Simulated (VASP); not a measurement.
Set up this calculation in VASP 6.6.1, as the native input.

- Task: single point
- Functional: PBEsol
- Potentials or basis: VASP PAW PBE potentials, release 64 (O)
- Cutoff: 520 eV
- k mesh: 11 × 11 × 11
- Occupations: fermi-dirac, width 0.05 eV
- Spin: no spin polarisation
- Dipole correction: no
- Further INCAR settings: ALGO = Normal; EDIFF = 1e-07; NBANDS = 13

The structure of O lies in POSCAR:

```
O
1.0
    0.0000000000      2.3957099285      2.3957099285
    2.3957099285      0.0000000000      2.3957099285
    2.3957099285      2.3957099285      0.0000000000
O
2
Direct
   -0.0875000000     -0.1375000000     -0.1375000000
    0.0875000000      0.1375000000      0.1375000000
```

This cell differs from its parent crystal: shortest bond scaled by 1.1.

These files were run (other wordings do the same):

INCAR

```
SYSTEM = O
ALGO     = Normal         ! electronic algorithm
EDIFF    = 1E-7           ! SCF threshold, eV
ENCUT    = 520            ! plane-wave cutoff, eV
GGA      = PS             ! functional
ISIF     = 2              ! what is computed and relaxed
ISMEAR   = -1             ! smearing method
LASPH    = .True.         ! aspherical terms in the spheres
LCHARG   = .False.        ! write CHGCAR
LREAL    = .False.        ! projectors in reciprocal space
LWAVE    = .False.        ! write WAVECAR
NBANDS   = 13             ! bands
NELM     = 60             ! most SCF steps
PREC     = Accurate       ! precision mode
SIGMA    = 0.05           ! smearing width, eV
```

KPOINTS

```
k-points
0
Gamma
  11 11 11
  0 0 0
```

Potentials or basis: VASP PAW PBE potentials, release 64 (O).

Command:

```bash
$ cat potpaw_PBE.64/O/POTCAR > POTCAR
$ mpirun -np 1 vasp_std > vasp.out
```

Results of the run:

- Pressure: -22.0 GPa
- Largest force: 1.110 eV/Å
- Band gap on the k mesh: zero (band 6 reaches -1.75 eV, above the bottom of band 7 at -2.12 eV)

Caveat: the cell differs from its parent crystal (shortest bond scaled by 1.1); the PAW data sets were made with another functional, which shifts forces and pressure a little.

It took 72 s on 1 thread of Intel(R) Xeon(R) Platinum 8259CL CPU @ 2.50GHz (Skylake/Cascade Lake), on a shared host, peak memory 0.17 GiB.
